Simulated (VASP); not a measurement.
# SiMo3 (Pm-3n) in VASP: relaxation of cell and atoms with LDA

Aim: the relaxation of cell and atoms of SiMo3 with LDA.

Program: VASP 6.6.1. These are calculated values, not measurements. Logs are shortened: lines on timing, memory, paths and dates and some standing lists are left out, and cuts for length are marked.

### 1 The cell of the first run

The structure is cubic, space group Pm-3n (No. 223). The conventional cell has a = 4.889 Å, b = 4.889 Å, c = 4.889 Å, α = 90.00°, β = 90.00°, γ = 90.00°. Within 3.2 Å of Mo (site symmetry -4m2) lie 10 Mo at 2.44 to 2.99 Å and 4 Si at 2.73 Å. Si (site symmetry m-3) has 12 Mo at 2.73 Å within 3.6 Å.

### 2 Relaxation of cell and atoms, LDA

File INCAR:

```
SYSTEM = SiMo3
  PREC = Accurate
  ENCUT = 600
  EDIFF = 1E-6
  ISMEAR = -1
  SIGMA = 0.05
  LREAL = .False.
  LASPH = .True.
  NELM = 60
  ALGO = Fast
  ISIF = 3
  LWAVE = .False.
  LCHARG = .False.
  IBRION = 2
  NSW = 60
  EDIFFG = -0.01
```

File KPOINTS:

```
regular mesh
0
Gamma
  6 6 6
  0 0 0
```

File POSCAR:

```
SiMo3
1.0
    4.8890000000      0.0000000000      0.0000000000
    0.0000000000      4.8890000000      0.0000000000
    0.0000000000      0.0000000000      4.8890000000
Mo Si
6 2
Direct
    0.0000000000      0.5000000000      0.2500000000
    0.0000000000      0.5000000000      0.7500000000
    0.5000000000      0.2500000000      0.0000000000
    0.7500000000      0.0000000000      0.5000000000
    0.5000000000      0.7500000000      0.0000000000
    0.2500000000      0.0000000000      0.5000000000
    0.5000000000      0.5000000000      0.5000000000
    0.0000000000      0.0000000000      0.0000000000
```

Potentials or basis: VASP PAW LDA potentials, release 64 (Mo_sv, Si).

Started as:

```
> cat potpaw_LDA.64/Mo_sv/POTCAR potpaw_LDA.64/Si/POTCAR > POTCAR
> mpirun -np 1 vasp_std > vasp.out
```

OUTCAR:

```text
SYSTEM = SiMo3
   PREC = Accurate
   ENCUT = 600
   EDIFF = 1E-6
   ISMEAR = -1
   LREAL = .False.
   LASPH = .True.
   NELM = 60
   ISIF = 3
   IBRION = 2
   NSW = 60
   EDIFFG = -0.01

 ion  position               nearest neighbor table
   1  0.000  0.500  0.250-   2 2.44   2 2.44   8 2.73   7 2.73   8 2.73   7 2.73   4 2.99   5 2.99
                             4 2.99   6 2.99   6 2.99   3 2.99   5 2.99   3 2.99
   2  0.000  0.500  0.750-   1 2.44   1 2.44   8 2.73   7 2.73   8 2.73   7 2.73   4 2.99   5 2.99
                             4 2.99   6 2.99   6 2.99   3 2.99   5 2.99   3 2.99
   3  0.500  0.250  0.000-   5 2.44   5 2.44   8 2.73   7 2.73   7 2.73   8 2.73   4 2.99   4 2.99
                             6 2.99   1 2.99   6 2.99   1 2.99   2 2.99   2 2.99
   4  0.750  0.000  0.500-   6 2.44   6 2.44   8 2.73   8 2.73   7 2.73   7 2.73   3 2.99   3 2.99
                             5 2.99   5 2.99   1 2.99   2 2.99   1 2.99   2 2.99
   5  0.500  0.750  0.000-   3 2.44   3 2.44   8 2.73   7 2.73   7 2.73   8 2.73   1 2.99   4 2.99
                             6 2.99   4 2.99   6 2.99   1 2.99   2 2.99   2 2.99
   6  0.250  0.000  0.500-   4 2.44   4 2.44   8 2.73   8 2.73   7 2.73   7 2.73   3 2.99   3 2.99
                             5 2.99   1 2.99   1 2.99   2 2.99   5 2.99   2 2.99
   7  0.500  0.500  0.500-   1 2.73   2 2.73   3 2.73   4 2.73   5 2.73   6 2.73   3 2.73   5 2.73
                             4 2.73   6 2.73   1 2.73   2 2.73
   8  0.000  0.000  0.000-   1 2.73   2 2.73   3 2.73   4 2.73   5 2.73   6 2.73   4 2.73   6 2.73
                             1 2.73   2 2.73   3 2.73   5 2.73

  LATTYP: Found a simple cubic cell.
 ALAT       =     4.8890000000

  Lattice vectors:

 A1 = (   4.8890000000,   0.0000000000,   0.0000000000)
 A2 = (   0.0000000000,   4.8890000000,   0.0000000000)
 A3 = (   0.0000000000,   0.0000000000,   4.8890000000)

Analysis of symmetry for initial positions (statically):
=====================================================================
 Subroutine PRICEL returns:
 Original cell was already a primitive cell.

 Routine SETGRP: Setting up the symmetry group for a
 simple cubic supercell.

 Subroutine GETGRP returns: Found 48 space group operations
 (whereof 24 operations were pure point group operations)
 out of a pool of 48 trial point group operations.

The static configuration has the point symmetry T_h .
 The point group associated with its full space group is O_h .

Analysis of symmetry for dynamics (positions and initial velocities):
=====================================================================
 Subroutine PRICEL returns:
 Original cell was already a primitive cell.

 Routine SETGRP: Setting up the symmetry group for a
 simple cubic supercell.

 Subroutine GETGRP returns: Found 48 space group operations
 (whereof 24 operations were pure point group operations)
 out of a pool of 48 trial point group operations.

The dynamic configuration has the point symmetry T_h .
 The point group associated with its full space group is O_h .

 Subroutine INISYM returns: Found 48 space group operations
 (whereof 24 operations are pure point group operations),
 and found     1 'primitive' translations

----------------------------------------------------------------------------------------

                                     Primitive cell

  volume of cell :     116.8584

  direct lattice vectors                    reciprocal lattice vectors
     4.889000000  0.000000000  0.000000000     0.204540806  0.000000000  0.000000000
     0.000000000  4.889000000  0.000000000     0.000000000  0.204540806  0.000000000
     0.000000000  0.000000000  4.889000000     0.000000000  0.000000000  0.204540806

  length of vectors
     4.889000000  4.889000000  4.889000000     0.204540806  0.204540806  0.204540806

  position of ions in fractional coordinates (direct lattice)
     0.000000000  0.500000000  0.250000000
     0.000000000  0.500000000  0.750000000
     0.500000000  0.250000000  0.000000000
     0.750000000  0.000000000  0.500000000
     0.500000000  0.750000000  0.000000000
     0.250000000  0.000000000  0.500000000
     0.500000000  0.500000000  0.500000000
     0.000000000  0.000000000  0.000000000

  ion indices of the primitive-cell ions
   primitive index   ion index
                 1           1
                 2           2
                 3           3
                 4           4
                 5           5
                 6           6
                 7           7
                 8           8

----------------------------------------------------------------------------------------

 KPOINTS: regular mesh

Automatic generation of k-mesh.
 Grid dimensions read from file:
 generate k-points for:    6    6    6

 Generating k-lattice:

  Cartesian coordinates                     Fractional coordinates (reciprocal lattice)
     0.034090134  0.000000000  0.000000000     0.166666667  0.000000000  0.000000000
     0.000000000  0.034090134  0.000000000     0.000000000  0.166666667  0.000000000
     0.000000000  0.000000000  0.034090134     0.000000000  0.000000000  0.166666667

  Length of vectors
     0.034090134  0.034090134  0.034090134

  Shift w.r.t. Gamma in fractional coordinates (k-lattice)
     0.000000000  0.000000000  0.000000000

 Subroutine IBZKPT returns following result:
 ===========================================

 Found     20 irreducible k-points:

 Following reciprocal coordinates:
            Coordinates               Weight
  0.000000  0.000000  0.000000      1.000000
  0.166667  0.000000  0.000000      6.000000
  0.333333  0.000000  0.000000      6.000000
  0.500000  0.000000  0.000000      3.000000
  0.166667  0.166667  0.000000     12.000000
  0.333333  0.166667  0.000000     24.000000
[... 12 lines left out ...]
  0.500000  0.500000  0.333333      6.000000
  0.500000  0.500000  0.500000      1.000000
   k-points           NKPTS =     20   k-points in BZ     NKDIM =     20   number of bands    NBANDS=     55
   number of dos      NEDOS =    301   number of ions     NIONS =      8
   total plane-waves  NPLWV =  64000
   dimension x,y,z NGX =    40 NGY =   40 NGZ =   40
   dimension x,y,z NGXF=    80 NGYF=   80 NGZF=   80
   ions per type =               6   2
   NGX,Y,Z   is equivalent  to a cutoff of  13.60, 13.60, 13.60 a.u.
   NGXF,Y,Z  is equivalent  to a cutoff of  27.20, 27.20, 27.20 a.u.
 SYSTEM =  SiMo3
   PREC   = accura    normal or accurate (medium, high low for compatibility)
   ISTART =      0    job   : 0-new  1-cont  2-samecut
   ICHARG =      2    charge: 1-file 2-atom 10-const
   ISPIN  =      1    spin polarized calculation?
   LNONCOLLINEAR =      F non collinear calculations
   LSORBIT =      F    spin-orbit coupling
   LASPH  =      T    aspherical Exc in radial PAW
   ENCUT  =  600.0 eV  44.10 Ry    6.64 a.u.   9.76  9.76  9.76*2*pi/ulx,y,z
   NELM   =     60;   NELMIN=  2; NELMDL= -5     # of ELM steps
   EDIFF  = 0.1E-05   stopping-criterion for ELM
   LREAL  =      F    real-space projection
   EDIFFG = -.1E-01   stopping-criterion for IOM
   NSW    =     60    number of steps for IOM
   IBRION =      2    ionic relax: 0-MD 1-quasi-New 2-CG
   NFREE  =      1    steps in history (QN), initial steepest desc. (CG)
   ISIF   =      3    stress and relaxation
   ISYM   =      2    0-nonsym 1-usesym 2-fastsym
   POTIM  = 0.5000    time-step for ionic-motion
   TEBEG  =    0.0;   TEEND  =   0.0 temperature during run
   PSTRESS=    0.0 pullay stress
   NELECT =      92.0000    total number of electrons
   NUPDOWN=      -1.0000    fix difference up-down
   EMIN   =  10.00;   EMAX   =-10.00  energy-range for DOS
   EFERMI =   0.00;   METHOD = LEGACY
   ISMEAR =    -1;   SIGMA  =   0.05  broadening in eV -4-tet -1-fermi 0-gaus
   EFERMI_NEDOS =   21; number of points for ismear=-14 and -15
   IALGO  =     68    algorithm
   IMIX   =      4    mixing-type and parameters
     AMIX     =   0.40;   BMIX     =  1.00
     AMIX_MAG =   1.60;   BMIX_MAG =  1.00
  volume/ion in A,a.u.               =      14.61        98.57
  Fermi-wavevector in a.u.,A,eV,Ry     =   1.511648  2.856601 31.090405  2.285080
  Thomas-Fermi vector in A             =   2.621677
   LORBIT       =      0    0 simple, 1 ext, 2 COOP (PROOUT), +10 PAW based schemes
   GGA     = CA    functional components
   LHFCALC =     F    Hartree Fock is set to
   AEXX    =    0.0000 exact exchange contribution
   IVDW    =     0    specifies the selected vdW correction
   LEPSILON=     F    determine dielectric tensor
   LRPA    =     F    only Hartree local field effects (RPA)
 conjugate gradient relaxation of ions
 non-spin polarized calculation
 RMM-DIIS sequential band-by-band and
  energy-cutoff  :      600.00
  volume of cell :      116.86
 maximum number of plane-waves:      3948
 NGX is ok and might be reduce to    40
   NGX = 19   NGY = 19   NGZ = 19

--------------------------------------- Ionic step        1  -------------------------------------------

 number of electron      91.9999977 magnetization

 Free energy of the ion-electron system (eV)
  ---------------------------------------------------
  ext. energy  EPLUGINS =         0.00000000
  ---------------------------------------------------
  free energy    TOTEN  =       -87.55680273 eV

  energy without entropy =      -87.52465811  energy(sigma->0) =      -87.54073042

------------------------ aborting loop because EDIFF is reached ----------------------------------------

  FORCE on cell =-STRESS in cart. coord.  units (eV):
  Direction    XX          YY          ZZ          XY          YZ          ZX
  --------------------------------------------------------------------------------------
  -------------------------------------------------------------------------------------
  Total       -5.6733367     -5.6733367     -5.6733367      0.0000000      0.0000000      0.0000000
  in kB      -77.7837775    -77.7837775    -77.7837775      0.0000000      0.0000000      0.0000000
  external PRESSURE =     -77.7837775 kB  Pullay stress =       0.0000000 kB

 VOLUME and BASIS-vectors are now :
 -----------------------------------------------------------------------------
  energy-cutoff  :      600.00
  volume of cell :      116.86
      direct lattice vectors                 reciprocal lattice vectors
     4.889000000  0.000000000  0.000000000     0.204540806  0.000000000  0.000000000
     0.000000000  4.889000000  0.000000000     0.000000000  0.204540806  0.000000000
     0.000000000  0.000000000  4.889000000     0.000000000  0.000000000  0.204540806
[... 85 lines left out ...]
 POSITION                                       TOTAL-FORCE (eV/Angst)
 -----------------------------------------------------------------------------------
      0.00000      2.42100      1.21050         0.000000      0.000000      0.000000
      0.00000      2.42100      3.63150         0.000000     -0.000000     -0.000000
      2.42100      1.21050      0.00000         0.000000      0.000000      0.000000
      3.63150     -0.00000      2.42100        -0.000000      0.000000      0.000000
      2.42100      3.63150      0.00000        -0.000000     -0.000000     -0.000000
      1.21050     -0.00000      2.42100         0.000000     -0.000000     -0.000000
      2.42100      2.42100      2.42100         0.000000      0.000000      0.000000
      0.00000      0.00000      0.00000         0.000000      0.000000      0.000000
 -----------------------------------------------------------------------------------
    total drift:                                0.000000     -0.000000      0.000000

  FREE ENERGIE OF THE ION-ELECTRON SYSTEM (eV)
  ---------------------------------------------------
  free  energy   TOTEN  =       -87.6423520581 eV

  energy  without entropy=      -87.6148913181  energy(sigma->0) =      -87.62862169

--------------------------------------- Ionic step        4  -------------------------------------------

 number of electron      91.9999987 magnetization

 Free energy of the ion-electron system (eV)
  ---------------------------------------------------
  ext. energy  EPLUGINS =         0.00000000
  ---------------------------------------------------
  free energy    TOTEN  =       -87.64242731 eV

  energy without entropy =      -87.61509467  energy(sigma->0) =      -87.62876099

 E-fermi :  13.1430     XC(G=0): -13.4564

 val. band max:       13.1068693462   @ k =   0.5000   0.3333   0.0000
 cond. band min:      13.1826358504   @ k =   0.5000   0.3333   0.1667
 fundamental gap:      0.0757665042
 Fermi energy:        13.1429842829

 k-point     1 :       0.0000    0.0000    0.0000
  band No.  band energies     occupation
      1     -47.8102      2.00000
      2     -47.6753      2.00000
      3     -47.6753      2.00000
      4     -47.3027      2.00000
      5     -47.3027      2.00000
      6     -47.3027      2.00000
[... 1171 lines left out ...]
 POSITION                                       TOTAL-FORCE (eV/Angst)
 -----------------------------------------------------------------------------------
      0.00000      2.42038      1.21019        -0.000000     -0.000000     -0.000000
      0.00000      2.42038      3.63057         0.000000      0.000000      0.000000
      2.42038      1.21019      4.84076         0.000000      0.000000      0.000000
      3.63057     -0.00000      2.42038         0.000000     -0.000000     -0.000000
      2.42038      3.63057      4.84076        -0.000000     -0.000000      0.000000
      1.21019      4.84076      2.42038        -0.000000      0.000000     -0.000000
      2.42038      2.42038      2.42038         0.000000     -0.000000      0.000000
      0.00000      0.00000      0.00000         0.000000     -0.000000      0.000000
 -----------------------------------------------------------------------------------
    total drift:                                0.000000      0.000000      0.000000

  FREE ENERGIE OF THE ION-ELECTRON SYSTEM (eV)
  ---------------------------------------------------
  free  energy   TOTEN  =       -87.6424273096 eV

  energy  without entropy=      -87.6150946692  energy(sigma->0) =      -87.62876099

 reached required accuracy - stopping structural energy minimisation
```

Run time: 6.6 min. Hardware: 1 thread of AMD EPYC 9R14 (Zen 4), shared host; peak memory 0.25 GiB.

What came out:

| Item | Value |
| --- | --- |
| Free energy | -87.6424 eV |
| Relaxed volume | 14.18 Å³/atom |
| Relaxed cell | a = 4.841 Å, b = 4.841 Å, c = 4.841 Å, α = 90.00°, β = 90.00°, γ = 90.00° |
| Space group after relaxing (to 0.1 Å) | Pm-3n (No. 223) |
| Energy gained by relaxing | 10.7 meV/atom |
| Ionic steps | 4 |
| Pressure after relaxing | -0.1 GPa |
| Band gap on the k mesh | zero (bands 46 and 47 overlap by 2.47 eV) |

The path:
```tsv
step	energy change (eV)	largest force (eV/Å)	pressure (GPa)	volume (Å³)
1	0.0000	0.0000	-7.78	116.86
2	0.4945	0.0000	24.34	105.27
3	-0.0855	0.0000	-0.23	113.52
4	-0.0856	0.0000	-0.09	113.43
```

Final structure:
```
CELL_PARAMETERS angstrom
4.84076 0.00000 0.00000
0.00000 4.84076 0.00000
0.00000 0.00000 4.84076
ATOMIC_POSITIONS crystal
Mo 0.00000 0.50000 0.25000
Mo 0.00000 0.50000 0.75000
Mo 0.50000 0.25000 0.00000
Mo 0.75000 0.00000 0.50000
Mo 0.50000 0.75000 0.00000
Mo 0.25000 0.00000 0.50000
Si 0.50000 0.50000 0.50000
Si 0.00000 0.00000 0.00000
```
